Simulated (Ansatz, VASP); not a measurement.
One calculation of GaN, two programs

File POSCAR:

```
GaN
1.0
    3.1800000000      0.0000000000      0.0000000000
   -1.5900000000      2.7539607840      0.0000000000
    0.0000000000      0.0000000000      5.1660000000
Ga N
2 2
Direct
    0.6666666667      0.3333333333      0.5000000000
    0.3333333333      0.6666666667      0.0000000000
    0.6666666667      0.3333333333      0.8750000000
    0.3333333333      0.6666666667      0.3750000000
```

The input INCAR.step1:

```
ALGO     = Normal         # electronic algorithm
EDIFF    = 1E-4           # SCF threshold, eV
ENCUT    = 600            # plane-wave cutoff, eV
GGA      = PE             # functional
ISMEAR   = -1             # smearing method
LASPH    = True           # aspherical terms in the spheres
LCHARG   = False          # write CHGCAR
LREAL    = False          # projectors in reciprocal space
LWAVE    = True           # write WAVECAR
NELM     = 100            # most SCF steps
PREC     = Accurate       # precision mode
SIGMA    = 0.05           # smearing width, eV
```

File INCAR.step2:

```
ALGO     = Normal         # electronic algorithm
EDIFF    = 1E-7           # SCF threshold, eV
EDIFFG   = -0.01          # ionic threshold
ENCUT    = 600            # plane-wave cutoff, eV
IBRION   = 2              # ionic algorithm
ISIF     = 3              # what is computed and relaxed
ISMEAR   = -1             # smearing method
ISTART   = 1            
IVDW     = 12             # dispersion correction
LASPH    = True           # aspherical terms in the spheres
LCHARG   = False          # write CHGCAR
LMIXTAU  = True         
LREAL    = False          # projectors in reciprocal space
LWAVE    = False          # write WAVECAR
METAGGA  = R2SCAN         # meta-GGA
NELM     = 100            # most SCF steps
NSW      = 60             # ionic steps
PREC     = Accurate       # precision mode
SIGMA    = 0.05           # smearing width, eV
VDW_A1   = 0.49484001   
VDW_A2   = 5.73083694   
VDW_S6   = 1.0          
VDW_S8   = 0.78981345
```

File KPOINTS:

```
k-points
0
Gamma
  10 10 5
```

input.yaml

```yaml
crystal:
  lattice:
    - [3.18, 0.0, 0.0]
    - [-1.59, 2.753960784, 0.0]
    - [0.0, 0.0, 5.166]
  atoms:
    - { symbol: Ga, position: [0.6666666667, 0.3333333333, 0.5] }
    - { symbol: Ga, position: [0.3333333333, 0.6666666667, 0.0] }
    - { symbol: "N", position: [0.6666666667, 0.3333333333, 0.875] }
    - { symbol: "N", position: [0.3333333333, 0.6666666667, 0.375] }
hamiltonian:
  xc: r2scan
  pseudopotentials: { kind: paw }
  dispersion: d3bj
kpoints:
  mp_grid: { grid: [10, 10, 5] }
scf:
  occupations: { method: fermi_dirac, width: 0.05 }
output:
  forces: true
  stress: true
  write_density: true
  write_potential: true
  elf: true
  volumetric_format: npy
relax:
  f_tol: 0.01
  max_steps: 40
  cell: { stress_tol: 0.05 }
```

Alike in both runs: task relaxation of cell and atoms; functional r2SCAN; dispersion D3(BJ); k mesh 10 × 10 × 5; occupations fermi-dirac, width 0.05 eV; no spin polarisation.

|  | VASP | Ansatz |
| --- | --- | --- |
| version | VASP 6.6.1 | Ansatz 0.2.0 |
| potentials or method | VASP PAW PBE potentials, release 64 (Ga_d, N) | Ansatz PAW |
| plane-wave cutoff (eV) | 600 | 500 |
| valence electrons in the cell | 36 | 36 |

VASP gave:

- gap on the k mesh at the Fermi level, each at its own relaxed structure (eV): 2.36
- relaxed volume (Å³/atom): 11.34
- relaxed length of the cell vector where the two differ most in proportion (Å): 5.181

Task: What did Ansatz give for the same quantities?

Result: gap on the k mesh at the Fermi level, each at its own relaxed structure (eV): 2.41; relaxed volume (Å³/atom): 11.27; relaxed length of the cell vector where the two differ most in proportion (Å): 5.169.

VASP's potentials were made for PBE, not for r2SCAN.

Noted on Ansatz's run: odd divisions of the mesh miss points on the zone boundary, where band edges often lie, so the gap on the mesh can be too wide; the plane-wave basis is chosen anew once the cell has moved, so the energies of steps on either side of that aren't comparable.
